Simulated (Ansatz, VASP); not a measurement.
Two plane-wave programs on SiO2

```
Si O
1.0
     5.07993    0.00000    0.00000
    -2.53996    4.39935    0.00000
     0.00000    0.00000    5.47713
Si O
3 6
Direct
  0.00000 0.50000 0.33333
  0.50000 0.50000 0.66667
  0.50000 0.00000 0.00000
  0.59998 0.79999 0.83333
  0.79999 0.59998 0.50000
  0.79999 0.20001 0.16667
  0.40002 0.20001 0.83333
  0.20001 0.40002 0.50000
  0.20001 0.79999 0.16667
```

Alike in both runs: functional PBE; k mesh 1 × 1 × 1; occupations gaussian, width 0.02 eV; no spin polarisation.

Ansatz relaxed the structure, and its values are those at the end. VASP's run is a single point on that final structure, the one shown.

|  | VASP | Ansatz |
| --- | --- | --- |
| version | VASP 6.6.1 | Ansatz 0.2.0 |
| potentials or method | VASP PAW PBE potentials, release 64 (Si, O), cutoff 520 eV | scalar-relativistic, plane waves, PAW |
| valence electrons in the cell | 48 | 48 |

|  | VASP | Ansatz | Ansatz less VASP |
| --- | --- | --- | --- |
| gap on the k mesh at the Fermi level (eV) | 5.67 | 5.67 | +0.002 |
| least direct gap on the mesh (eV) | 5.67 | 5.67 | +0.002 |
| pressure (GPa) | 0.1 | 0.0 | -0.12 |
| rms of the force components (eV/Å) | 0.008 | 0.000 | -0.0082 |

The k mesh is coarse, so the values compare programs but aren't converged.
